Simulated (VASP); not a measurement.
# InTe4 (I4/mmm) in VASP: single point with PBE

Aim: the single point of InTe4 with PBE.

Program: VASP 6.6.1. These are calculated values, not measurements. Logs are shortened: lines on timing, memory, paths and dates and some standing lists are left out, and cuts for length are marked.

### 1 The cell of the first run

It takes space group I4/mmm (No. 139, tetragonal). Conventional cell: a = 6.169 Å, b = 6.169 Å, c = 10.965 Å, α = 90.00°, β = 90.00°, γ = 90.00°. Within 4.6 Å of In (site symmetry 4/mmm) lie 8 Te at 3.50 Å. Te (site symmetry 2/m) has 4 Te at 3.08 Å and 2 In at 3.50 Å within 4.1 Å.

### 2 Single point, PBE

INCAR reads:

```
  PREC = Accurate
  ENCUT = 520
  EDIFF = 1E-6
  ISMEAR = 0
  SIGMA = 0.2
  LREAL = False
  LASPH = True
  NELM = 80
  ALGO = Normal
  ISIF = 2
  LWAVE = False
  LCHARG = False
  GGA = PE
  NBANDS = 26
```

KPOINTS reads:

```
regular mesh
0
Gamma
  4 4 4
```

POSCAR reads:

```
InTe4
1.0
   -3.0844567867      3.0844567867      5.4825719469
    3.0844567867     -3.0844567867      5.4825719469
    3.0844567867      3.0844567867     -5.4825719469
In Te
1 4
Direct
    0.0000000000      0.0000000000      0.0000000000
    0.5000000000      0.5000000000      0.5000000000
    0.0000000000      0.0000000000      0.5000000000
    0.5000000000      0.0000000000      0.0000000000
    0.0000000000      0.5000000000      0.0000000000
```

Potentials or basis: VASP PAW PBE potentials, release 64 (In_d, Te).

Run with:

```sh
$ cat potpaw_PBE.64/In_d/POTCAR potpaw_PBE.64/Te/POTCAR > POTCAR
$ mpirun -np 1 vasp_std > vasp.out
```

OUTCAR:

```text
PREC = Accurate
   ENCUT = 520
   EDIFF = 1E-6
   ISMEAR = 0
   LREAL = False
   LASPH = True
   NELM = 80
   ISIF = 2
   GGA = PE

 ion  position               nearest neighbor table
   1  0.000  0.000  0.000-   2 3.50   3 3.50   4 3.50   5 3.50   3 3.50   5 3.50   4 3.50   2 3.50

   2  0.500  0.500  0.500-   4 3.08   5 3.08   4 3.08   5 3.08   1 3.50   1 3.50
   3  0.000  0.000  0.500-   4 3.08   5 3.08   5 3.08   4 3.08   1 3.50   1 3.50
   4  0.500  0.000  0.000-   2 3.08   3 3.08   2 3.08   3 3.08   1 3.50   1 3.50
   5  0.000  0.500  0.000-   2 3.08   3 3.08   3 3.08   2 3.08   1 3.50   1 3.50

  LATTYP: Found a body centered tetragonal cell.
 ALAT       =     6.1689135734
 C/A-ratio  =     1.7774837925

  Lattice vectors:

 A1 = (  -3.0844567867,   3.0844567867,   5.4825719469)
 A2 = (   3.0844567867,  -3.0844567867,   5.4825719469)
 A3 = (   3.0844567867,   3.0844567867,  -5.4825719469)

Analysis of symmetry for initial positions (statically):
=====================================================================
 Subroutine PRICEL returns:
 Original cell was already a primitive cell.

 Routine SETGRP: Setting up the symmetry group for a
 body centered tetragonal supercell.

 Subroutine GETGRP returns: Found 16 space group operations
 (whereof 16 operations were pure point group operations)
 out of a pool of 16 trial point group operations.

The static configuration has the point symmetry D_4h.

Analysis of symmetry for dynamics (positions and initial velocities):
=====================================================================
 Subroutine PRICEL returns:
 Original cell was already a primitive cell.

 Routine SETGRP: Setting up the symmetry group for a
 body centered tetragonal supercell.

 Subroutine GETGRP returns: Found 16 space group operations
 (whereof 16 operations were pure point group operations)
 out of a pool of 16 trial point group operations.

The dynamic configuration has the point symmetry D_4h.

 Subroutine INISYM returns: Found 16 space group operations
 (whereof 16 operations are pure point group operations),
 and found     1 'primitive' translations

----------------------------------------------------------------------------------------

                                     Primitive cell

  volume of cell :     208.6420

  direct lattice vectors                    reciprocal lattice vectors
    -3.084456787  3.084456787  5.482571947     0.000000000  0.162103098  0.091198074
     3.084456787 -3.084456787  5.482571947     0.162103098  0.000000000  0.091198074
     3.084456787  3.084456787 -5.482571947     0.162103098  0.162103098  0.000000000

  length of vectors
     7.006164606  7.006164606  7.006164606     0.185995976  0.185995976  0.229248399

  position of ions in fractional coordinates (direct lattice)
     0.000000000  0.000000000  0.000000000
     0.500000000  0.500000000  0.500000000
     0.000000000  0.000000000  0.500000000
     0.500000000  0.000000000  0.000000000
     0.000000000  0.500000000  0.000000000

  ion indices of the primitive-cell ions
   primitive index   ion index
                 1           1
                 2           2
                 3           3
                 4           4
                 5           5

----------------------------------------------------------------------------------------

 KPOINTS: regular mesh

Automatic generation of k-mesh.
 Grid dimensions read from file:
 generate k-points for:    4    4    4

 Generating k-lattice:

  Cartesian coordinates                     Fractional coordinates (reciprocal lattice)
     0.000000000  0.040525774  0.022799518     0.250000000  0.000000000  0.000000000
     0.040525774  0.000000000  0.022799518     0.000000000  0.250000000  0.000000000
     0.040525774  0.040525774  0.000000000     0.000000000  0.000000000  0.250000000

  Length of vectors
     0.046498994  0.046498994  0.057312100

  Shift w.r.t. Gamma in fractional coordinates (k-lattice)
     0.000000000  0.000000000  0.000000000

 Subroutine IBZKPT returns following result:
 ===========================================

 Found     13 irreducible k-points:

 Following reciprocal coordinates:
            Coordinates               Weight
  0.000000  0.000000  0.000000      1.000000
  0.250000  0.000000  0.000000      8.000000
  0.500000  0.000000  0.000000      4.000000
  0.250000  0.250000  0.000000      8.000000
  0.500000  0.250000  0.000000     16.000000
 -0.250000  0.250000  0.000000      4.000000
  0.500000  0.500000  0.000000      2.000000
  0.250000  0.250000  0.250000      2.000000
 -0.250000  0.250000  0.250000      4.000000
  0.500000  0.500000  0.250000      4.000000
 -0.250000  0.500000  0.250000      8.000000
 -0.250000 -0.250000  0.250000      2.000000
  0.500000  0.500000  0.500000      1.000000
   k-points           NKPTS =     13   k-points in BZ     NKDIM =     13   number of bands    NBANDS=     26
   number of dos      NEDOS =    301   number of ions     NIONS =      5
   total plane-waves  NPLWV = 157464
   dimension x,y,z NGX =    54 NGY =   54 NGZ =   54
   dimension x,y,z NGXF=   108 NGYF=  108 NGZF=  108
   ions per type =               1   4
   NGX,Y,Z   is equivalent  to a cutoff of  12.81, 12.81, 12.81 a.u.
   NGXF,Y,Z  is equivalent  to a cutoff of  25.63, 25.63, 25.63 a.u.
 SYSTEM =  unknown system
   PREC   = accura    normal or accurate (medium, high low for compatibility)
   ISTART =      0    job   : 0-new  1-cont  2-samecut
   ICHARG =      2    charge: 1-file 2-atom 10-const
   ISPIN  =      1    spin polarized calculation?
   LNONCOLLINEAR =      F non collinear calculations
   LSORBIT =      F    spin-orbit coupling
   LASPH  =      T    aspherical Exc in radial PAW
   ENCUT  =  520.0 eV  38.22 Ry    6.18 a.u.  13.03 13.03 13.03*2*pi/ulx,y,z
   NELM   =     80;   NELMIN=  2; NELMDL= -5     # of ELM steps
   EDIFF  = 0.1E-05   stopping-criterion for ELM
   LREAL  =      F    real-space projection
   EDIFFG = 0.1E-04   stopping-criterion for IOM
   NSW    =      0    number of steps for IOM
   IBRION =     -1    ionic relax: 0-MD 1-quasi-New 2-CG
   NFREE  =      0    steps in history (QN), initial steepest desc. (CG)
   ISIF   =      2    stress and relaxation
   ISYM   =      2    0-nonsym 1-usesym 2-fastsym
   POTIM  = 0.5000    time-step for ionic-motion
   TEBEG  =    0.0;   TEEND  =   0.0 temperature during run
   PSTRESS=    0.0 pullay stress
   NELECT =      37.0000    total number of electrons
   NUPDOWN=      -1.0000    fix difference up-down
   EMIN   =  10.00;   EMAX   =-10.00  energy-range for DOS
   EFERMI =   0.00;   METHOD = LEGACY
   ISMEAR =     0;   SIGMA  =   0.20  broadening in eV -4-tet -1-fermi 0-gaus
   EFERMI_NEDOS =   21; number of points for ismear=-14 and -15
   IALGO  =     38    algorithm
   IMIX   =      4    mixing-type and parameters
     AMIX     =   0.40;   BMIX     =  1.00
     AMIX_MAG =   1.60;   BMIX_MAG =  1.00
  volume/ion in A,a.u.               =      41.73       281.60
  Fermi-wavevector in a.u.,A,eV,Ry     =   0.919761  1.738096 11.509980  0.845960
  Thomas-Fermi vector in A             =   2.044991
   LORBIT       =      0    0 simple, 1 ext, 2 COOP (PROOUT), +10 PAW based schemes
   GGA     = PE    functional components
   LHFCALC =     F    Hartree Fock is set to
   AEXX    =    0.0000 exact exchange contribution
   IVDW    =     0    specifies the selected vdW correction
   LEPSILON=     F    determine dielectric tensor
   LRPA    =     F    only Hartree local field effects (RPA)
 non-spin polarized calculation
 Gauss-broadening in eV      SIGMA  =   0.20
  energy-cutoff  :      520.00
  volume of cell :      208.64
 maximum number of plane-waves:      5676
 NGX is ok and might be reduce to    54
   NGX = 27   NGY = 27   NGZ = 27

 number of electron      36.9999999 magnetization

 Free energy of the ion-electron system (eV)
  ---------------------------------------------------
  ext. energy  EPLUGINS =         0.00000000
  ---------------------------------------------------
  free energy    TOTEN  =       -15.10836083 eV

  energy without entropy =      -15.03737685  energy(sigma->0) =      -15.07286884

 E-fermi :   3.3964     XC(G=0):  -7.8443

 val. band max:        3.3921800168   @ k =   0.5000   0.5000   0.2500
 cond. band min:       3.4008344046   @ k =   0.5000   0.0000   0.0000
 fundamental gap:      0.0086543877
 Fermi energy:         3.3964261425

 k-point     1 :       0.0000    0.0000    0.0000
  band No.  band energies     occupation
      1     -10.5038      2.00000
      2     -10.4978      2.00000
      3     -10.4978      2.00000
      4     -10.4878      2.00000
      5     -10.4861      2.00000
      6      -9.3008      2.00000
[... 18 lines left out ...]
     25       8.0452      0.00000
     26       8.0994      0.00000

 k-point     2 :       0.2500    0.0000    0.0000
  band No.  band energies     occupation
      1     -10.5010      2.00000
      2     -10.4957      2.00000
      3     -10.4946      2.00000
      4     -10.4876      2.00000
      5     -10.4860      2.00000
      6      -9.0860      2.00000
[... 18 lines left out ...]
     25       7.5758      0.00000
     26       7.6919      0.00000

 k-point     3 :       0.5000    0.0000    0.0000
  band No.  band energies     occupation
      1     -10.5014      2.00000
      2     -10.4938      2.00000
      3     -10.4891      2.00000
      4     -10.4872      2.00000
      5     -10.4859      2.00000
      6      -8.4649      2.00000
[... 253 lines left out ...]
 k-point    12 :      -0.2500   -0.2500    0.2500
  band No.  band energies     occupation
      1     -10.4963      2.00000
      2     -10.4940      2.00000
      3     -10.4940      2.00000
      4     -10.4873      2.00000
      5     -10.4863      2.00000
      6      -9.2893      2.00000
[... 18 lines left out ...]
     25       7.4748      0.00000
     26       7.6378      0.00000

 k-point    13 :       0.5000    0.5000    0.5000
  band No.  band energies     occupation
      1     -10.4902      2.00000
      2     -10.4902      2.00000
      3     -10.4889      2.00000
      4     -10.4867      2.00000
      5     -10.4865      2.00000
      6      -9.2774      2.00000
[... 18 lines left out ...]
     25       7.9433      0.00000
     26       8.0194      0.00000

------------------------ aborting loop because EDIFF is reached ----------------------------------------

  FORCE on cell =-STRESS in cart. coord.  units (eV):
  Direction    XX          YY          ZZ          XY          YZ          ZX
  --------------------------------------------------------------------------------------
  -------------------------------------------------------------------------------------
  Total        0.3800076      0.3800076      0.3468977      0.0000000      0.0000000      0.0000000
  in kB        2.9181063      2.9181063      2.6638534      0.0000000      0.0000000      0.0000000
  external PRESSURE =       2.8333553 kB  Pullay stress =       0.0000000 kB

 VOLUME and BASIS-vectors are now :
 -----------------------------------------------------------------------------
  energy-cutoff  :      520.00
  volume of cell :      208.64
      direct lattice vectors                 reciprocal lattice vectors
    -3.084456787  3.084456787  5.482571947     0.000000000  0.162103098  0.091198074
     3.084456787 -3.084456787  5.482571947     0.162103098  0.000000000  0.091198074
     3.084456787  3.084456787 -5.482571947     0.162103098  0.162103098  0.000000000

 POSITION                                       TOTAL-FORCE (eV/Angst)
 -----------------------------------------------------------------------------------
      0.00000      0.00000      0.00000        -0.000000     -0.000000     -0.000000
      1.54223      1.54223      2.74129        -0.000000     -0.000000      0.000000
      1.54223      1.54223     -2.74129         0.000000      0.000000      0.000000
     -1.54223      1.54223      2.74129        -0.000000      0.000000      0.000000
      1.54223     -1.54223      2.74129         0.000000     -0.000000     -0.000000
 -----------------------------------------------------------------------------------
    total drift:                               -0.000000      0.000000     -0.000000

  FREE ENERGIE OF THE ION-ELECTRON SYSTEM (eV)
  ---------------------------------------------------
  free  energy   TOTEN  =       -15.1083608265 eV

  energy  without entropy=      -15.0373768494  energy(sigma->0) =      -15.07286884
```

It took 91 s on 1 thread of Intel Xeon Platinum 8375C at 2.90GHz (Ice Lake), shared host; peak memory 0.4 GiB.

What came out:

```yaml
Free_energy: -15.1084 eV
Pressure: 0.3 GPa
```

Caveat: the k points lie up to 0.36 Å⁻¹ apart; spin-orbit coupling is left out, which moves the levels of the heavy elements.
